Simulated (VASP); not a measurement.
# BaHfO3 (P4/mmm) in VASP: a series of runs

The runs below take BaHfO3 through single point, with r2SCAN.

All numbers are computed with VASP 6.6.1; they aren't measurements. Logs are shortened: lines on timing, memory, paths and dates and some standing lists are left out, and cuts for length are marked.

## Step 1: The cell of the first run

The structure is tetragonal, space group P4/mmm (No. 123). The conventional cell has a = 4.094 Å, b = 4.094 Å, c = 4.222 Å, α = 90.00°, β = 90.00°, γ = 90.00°. Within 3.8 Å of Ba (site symmetry 4/mmm) lie 12 O at 2.89 to 2.94 Å and 8 Hf at 3.58 Å. Within 2.7 Å of Hf (site symmetry 4/mmm) lie 6 O at 2.05 to 2.11 Å. O (site symmetry 4/mmm) has 2 Hf at 2.11 Å and 4 Ba at 2.89 Å and 8 O at 2.94 Å within 3.0 Å. O (site symmetry mmm) has 2 Hf at 2.05 Å within 2.7 Å.

## Step 2: Single point, r2SCAN, non-collinear spin, zero start, spin-orbit coupling (epitaxial xy strain -2.0%)

POSCAR reads:

```
BaHfO3
1.0
    4.0935175954      0.0000000000      0.0000000000
    0.0000000000      4.0935175954      0.0000000000
    0.0000000000      0.0000000000      4.2222813319
Ba Hf O
1 1 3
Direct
    0.0000000000      0.0000000000      0.0000000000
    0.5000000000      0.5000000000      0.5000000000
    0.5000000000      0.5000000000      0.0000000000
    0.5000000000      0.0000000000      0.5000000000
    0.0000000000      0.5000000000      0.5000000000
```

INCAR.step1 reads:

```
SYSTEM = BaHfO3
ALGO = Normal
EDIFF = 1E-4
ENCUT = 520
GGA = PE
GGA_COMPAT = .False.
ISMEAR = 0
LASPH = .True.
LCHARG = .False.
LMAXMIX = 4
LREAL = .False.
LSORBIT = .True.
LWAVE = .True.
MAGMOM = 0 0 0 0 0 0 0 0 0 0 0 0 0 0 0
NBANDS = 53
NELM = 150
PREC = Accurate
SIGMA = 0.01
```

INCAR.step2 reads:

```
SYSTEM = BaHfO3
ALGO = Normal
EDIFF = 1E-6
ENCUT = 520
GGA_COMPAT = .False.
ISIF = 2
ISMEAR = 0
ISTART = 1
LASPH = .True.
LCHARG = .True.
LMAXMIX = 4
LMIXTAU = .True.
LORBIT = 11
LORBMOM = .True.
LREAL = .False.
LSORBIT = .True.
LVHAR = .True.
LWAVE = .False.
MAGMOM = 0 0 0 0 0 0 0 0 0 0 0 0 0 0 0
METAGGA = R2SCAN
NBANDS = 53
NELM = 150
PREC = Accurate
SIGMA = 0.01
```

KPOINTS reads:

```
k-points
0
Gamma
  6 6 6
  0 0 0
```

Potentials or basis: VASP PAW PBE potentials, release 64 (Ba_sv, Hf_pv, O).

Launch:

```bash
$ cat potpaw_PBE.64/Ba_sv/POTCAR potpaw_PBE.64/Hf_pv/POTCAR potpaw_PBE.64/O/POTCAR > POTCAR
$ cp INCAR.step1 INCAR
$ mpirun -np 1 vasp_ncl > vasp.out
$ cp INCAR.step2 INCAR
$ mpirun -np 1 vasp_ncl > vasp.out
```

OUTCAR:

```text
SYSTEM = BaHfO3
   EDIFF = 1E-6
   ENCUT = 520
   ISIF = 2
   ISMEAR = 0
   ISTART = 1
   LASPH = .True.
   LORBIT = 11
   LREAL = .False.
   LSORBIT = .True.
   METAGGA = R2SCAN
   NELM = 150
   PREC = Accurate

 ion  position               nearest neighbor table
   1  0.000  0.000  0.000-   3 2.89   3 2.89   3 2.89   3 2.89   5 2.94   4 2.94   5 2.94   5 2.94
                             5 2.94   4 2.94   4 2.94   4 2.94   2 3.58   2 3.58   2 3.58   2 3.58
   2  0.500  0.500  0.500-   4 2.05   5 2.05   4 2.05   5 2.05   3 2.11   3 2.11   1 3.58   1 3.58
                             1 3.58   1 3.58   1 3.58   1 3.58   1 3.58   1 3.58
   3  0.500  0.500  0.000-   2 2.11   2 2.11   1 2.89   1 2.89   1 2.89   1 2.89
   4  0.500  0.000  0.500-   2 2.05   2 2.05   1 2.94   1 2.94   1 2.94   1 2.94
   5  0.000  0.500  0.500-   2 2.05   2 2.05   1 2.94   1 2.94   1 2.94   1 2.94

  LATTYP: Found a simple tetragonal cell.
 ALAT       =     4.0935175954
 C/A-ratio  =     1.0314555229

  Lattice vectors:

 A1 = (   4.0935175954,   0.0000000000,   0.0000000000)
 A2 = (   0.0000000000,   4.0935175954,   0.0000000000)
 A3 = (   0.0000000000,   0.0000000000,   4.2222813319)

Analysis of symmetry for initial positions (statically):
=====================================================================
 Subroutine PRICEL returns:
 Original cell was already a primitive cell.

 Routine SETGRP: Setting up the symmetry group for a
 simple tetragonal supercell.

 Subroutine GETGRP returns: Found 16 space group operations
 (whereof 16 operations were pure point group operations)
 out of a pool of 16 trial point group operations.

The static configuration has the point symmetry D_4h.

Analysis of symmetry for dynamics (positions and initial velocities):
=====================================================================
 Subroutine PRICEL returns:
 Original cell was already a primitive cell.

 Routine SETGRP: Setting up the symmetry group for a
 simple tetragonal supercell.

 Subroutine GETGRP returns: Found 16 space group operations
 (whereof 16 operations were pure point group operations)
 out of a pool of 16 trial point group operations.

The dynamic configuration has the point symmetry D_4h.

Analysis of structural, dynamic, and magnetic symmetry:
=====================================================================
 Subroutine PRICEL returns:
 Original cell was already a primitive cell.

 Routine SETGRP: Setting up the symmetry group for a
 simple tetragonal supercell.

 Subroutine GETGRP returns: Found 16 space group operations
 (whereof 16 operations were pure point group operations)
 out of a pool of 16 trial point group operations.

The overall configuration has the point symmetry D_4h.

 Subroutine INISYM returns: Found 16 space group operations
 (whereof 16 operations are pure point group operations),
 and found     1 'primitive' translations

----------------------------------------------------------------------------------------

                                     Primitive cell

  volume of cell :      70.7523

  direct lattice vectors                    reciprocal lattice vectors
     4.093517595  0.000000000  0.000000000     0.244288678  0.000000000  0.000000000
     0.000000000  4.093517595  0.000000000     0.000000000  0.244288678  0.000000000
     0.000000000  0.000000000  4.222281332     0.000000000  0.000000000  0.236838790

  length of vectors
     4.093517595  4.093517595  4.222281332     0.244288678  0.244288678  0.236838790

  position of ions in fractional coordinates (direct lattice)
     0.000000000  0.000000000  0.000000000
     0.500000000  0.500000000  0.500000000
     0.500000000  0.500000000  0.000000000
     0.500000000  0.000000000  0.500000000
     0.000000000  0.500000000  0.500000000

  ion indices of the primitive-cell ions
   primitive index   ion index
                 1           1
                 2           2
                 3           3
[... 126 lines left out ...]

 val. band max:        2.3191873864   @ k =   0.5000   0.5000   0.5000
 cond. band min:       6.2881189177   @ k =   0.0000   0.0000   0.0000
 fundamental gap:      3.9689315312
 Fermi energy:         2.4349808351

 k-point     1 :       0.0000    0.0000    0.0000
  band No.  band energies     occupation
      1     -32.0492      1.00000
      2     -32.0492      1.00000
      3     -25.1483      1.00000
      4     -25.1483      1.00000
      5     -25.1269      1.00000
      6     -25.1269      1.00000
[... 1261 lines left out ...]
     49      11.6528      0.00000
     50      11.6528      0.00000

 [... further k-points ...]

 [bands above 50 left out]

------------------------ aborting loop because EDIFF is reached ----------------------------------------

  FORCE on cell =-STRESS in cart. coord.  units (eV):
  Direction    XX          YY          ZZ          XY          YZ          ZX
  --------------------------------------------------------------------------------------
  -------------------------------------------------------------------------------------
  Total        3.5052243      3.5052243     -0.2206801      0.0000000      0.0000000      0.0000000
  in kB       79.3753953     79.3753953     -4.9972751      0.0000000      0.0000000      0.0000000
  external PRESSURE =      51.2511718 kB  Pullay stress =       0.0000000 kB

 VOLUME and BASIS-vectors are now :
 -----------------------------------------------------------------------------
  energy-cutoff  :      520.00
  volume of cell :       70.75
      direct lattice vectors                 reciprocal lattice vectors
     4.093517595  0.000000000  0.000000000     0.244288678  0.000000000  0.000000000
     0.000000000  4.093517595  0.000000000     0.000000000  0.244288678  0.000000000
     0.000000000  0.000000000  4.222281332     0.000000000  0.000000000  0.236838790

 POSITION                                       TOTAL-FORCE (eV/Angst)
 -----------------------------------------------------------------------------------
      0.00000      0.00000      0.00000         0.000000      0.000000      0.000000
      2.04676      2.04676      2.11114         0.000000      0.000000      0.000000
      2.04676      2.04676      0.00000         0.000000      0.000000      0.000000
      2.04676      0.00000      2.11114         0.000000      0.000000      0.000000
      0.00000      2.04676      2.11114         0.000000      0.000000      0.000000
 -----------------------------------------------------------------------------------
    total drift:                                0.000000      0.000000      0.000000

  FREE ENERGIE OF THE ION-ELECTRON SYSTEM (eV)
  ---------------------------------------------------
  free  energy   TOTEN  =      -108.7208349360 eV

  energy  without entropy=     -108.7208349360  energy(sigma->0) =     -108.72083494

 orbital moment (x)

 # of ion     p       d       tot
 ----------------------------------------
  1        -0.000   0.000   0.000
  2         0.000   0.000   0.000
  3        -0.000   0.000  -0.000
  4        -0.000   0.000  -0.000
  5         0.000   0.000   0.000
 ----------------------------------------
           -0.000   0.000   0.000

 orbital moment (y)

 # of ion     p       d       tot
 ----------------------------------------
  1        -0.000   0.000   0.000
  2         0.000  -0.000  -0.000
  3         0.000   0.000   0.000
  4        -0.000   0.000  -0.000
  5         0.000   0.000   0.000
 ----------------------------------------
            0.000  -0.000  -0.000

 orbital moment (z)

 # of ion     p       d       tot
 ----------------------------------------
  1         0.000   0.000   0.000
  2         0.000   0.000   0.000
  3         0.000   0.000   0.000
  4         0.000   0.000   0.000
  5         0.000   0.000   0.000
 ----------------------------------------
            0.000   0.000   0.000

 Spin-Orbit-Coupling matrix elements

 Ion:    1  E_soc:     -0.3625382
 l=   1
     0.0000000    -0.0602764    -0.0603122
    -0.0602764     0.0000000    -0.0602764
    -0.0603122    -0.0602764     0.0000000
 l=   2
     0.0000000    -0.0000282     0.0000000    -0.0000282    -0.0001112
    -0.0000282     0.0000000    -0.0000797    -0.0000263    -0.0000253
     0.0000000    -0.0000797     0.0000000    -0.0000797     0.0000000
    -0.0000282    -0.0000263    -0.0000797     0.0000000    -0.0000253
    -0.0001112    -0.0000253     0.0000000    -0.0000253     0.0000000
 l=   3
     0.0000000     0.0000000     0.0000000     0.0000000     0.0000000     0.0000000     0.0000000
     0.0000000     0.0000000     0.0000000     0.0000000     0.0000000     0.0000000     0.0000000
     0.0000000     0.0000000     0.0000000     0.0000000     0.0000000     0.0000000     0.0000000
     0.0000000     0.0000000     0.0000000     0.0000000     0.0000000     0.0000000     0.0000000
[... 69 lines left out ...]
 l=   2
     0.0000000     0.0000000     0.0000000     0.0000000     0.0000000
     0.0000000     0.0000000     0.0000000     0.0000000     0.0000000
     0.0000000     0.0000000     0.0000000     0.0000000     0.0000000
     0.0000000     0.0000000     0.0000000     0.0000000     0.0000000
     0.0000000     0.0000000     0.0000000     0.0000000     0.0000000
 l=   3
     0.0000000     0.0000000     0.0000000     0.0000000     0.0000000     0.0000000     0.0000000
     0.0000000     0.0000000     0.0000000     0.0000000     0.0000000     0.0000000     0.0000000
     0.0000000     0.0000000     0.0000000     0.0000000     0.0000000     0.0000000     0.0000000
     0.0000000     0.0000000     0.0000000     0.0000000     0.0000000     0.0000000     0.0000000
     0.0000000     0.0000000     0.0000000     0.0000000     0.0000000     0.0000000     0.0000000
     0.0000000     0.0000000     0.0000000     0.0000000     0.0000000     0.0000000     0.0000000
     0.0000000     0.0000000     0.0000000     0.0000000     0.0000000     0.0000000     0.0000000

 total charge

# of ion       s       p       d       tot
------------------------------------------
    1        2.014   5.654   0.268   7.936
    2        0.350   6.805   1.522   8.678
    3        1.560   3.523   0.000   5.083
    4        1.565   3.548   0.000   5.113
    5        1.565   3.548   0.000   5.113
--------------------------------------------------
tot          7.055  23.079   1.790  31.924

 magnetization (x)

# of ion       s       p       d       tot
------------------------------------------
    1        0.000  -0.000   0.000  -0.000
    2        0.000   0.000  -0.000  -0.000
    3        0.000   0.000   0.000   0.000
    4        0.000   0.000   0.000   0.000
    5       -0.000   0.000   0.000  -0.000
--------------------------------------------------
tot          0.000   0.000  -0.000  -0.000

 magnetization (y)

# of ion       s       p       d       tot
------------------------------------------
    1        0.000   0.000   0.000   0.000
    2       -0.000   0.000   0.000   0.000
    3        0.000  -0.000   0.000  -0.000
    4        0.000   0.000   0.000   0.000
    5        0.000   0.000   0.000   0.000
--------------------------------------------------
tot          0.000  -0.000   0.000   0.000

 magnetization (z)

# of ion       s       p       d       tot
------------------------------------------
    1       -0.000   0.000   0.000   0.000
    2        0.000   0.000   0.000   0.000
    3        0.000   0.000   0.000   0.000
    4       -0.000   0.000   0.000   0.000
    5        0.000   0.000   0.000   0.000
--------------------------------------------------
tot         -0.000   0.000   0.000   0.000
```

Wall time 29 min (1 thread of Oxide Virtual Turin-like, shared host); peak memory 0.45 GiB.

What came out:

```yaml
Free_energy: -108.7208 eV
Pressure: 5.1 GPa
Net_moment: 0.00 μB per cell
Valence_electrons_inside_the_program's_atomic_spheres: Ba 7.94; Hf 8.68; O 5.08, 5.11 (each value once)
```

Moments on the atoms (μB; x, y, z):
```
Ba  0.00 0.00 0.00
Hf  0.00 0.00 0.00
O   0.00 0.00 0.00
O   0.00 0.00 0.00
O   0.00 0.00 0.00
```

Caveat: the cell differs from its parent crystal (epitaxial xy strain -2.0%); the stress differs along the axes, from -0 to 8 GPa; the PAW data sets were made with another functional, which shifts forces and pressure a little.

[end of part 1 of 2]
